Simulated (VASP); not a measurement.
**YS: single point with LDA**

Crystal: YS.

```
Y S
1.0
     0.00000    2.72059    2.72059
     2.72059    0.00000    2.72059
     2.72059    2.72059    0.00000
Y S
1 1
Cartesian
  2.7206 2.7206 2.7206
  0.0000 0.0000 0.0000
```

```json
{"Program": "VASP 6.6.1", "Task": "single point", "Functional": "LDA", "Potentials or basis": "VASP PAW LDA potentials, release 64 (Y_sv, S)", "Cutoff": "520 eV", "k mesh": "7 × 7 × 7", "Occupations": "methfessel-paxton, width 0.15 eV", "Spin": "no spin polarisation", "Dipole correction": "no", "Further INCAR settings": "ALGO = Normal; EDIFF = 1e-06; NBANDS = 16"}
```

* Pressure: -1.3 GPa

Levels at points of the mesh, in eV from the Fermi level:
| k point | band 6 | band 7 | band 8 | band 9 | band 10 | band 11 | band 12 | band 13 |
| --- | --- | --- | --- | --- | --- | --- | --- | --- |
| (0.00, 0.00, 0.00) | -3.50 | -3.50 | -3.50 | -0.38 | -0.38 | -0.38 | 0.49 | 0.49 |

It took 20 s on 1 thread of Intel(R) Xeon(R) Platinum 8488C (Sapphire Rapids), with other jobs on the host, peak memory 0.17 GiB.
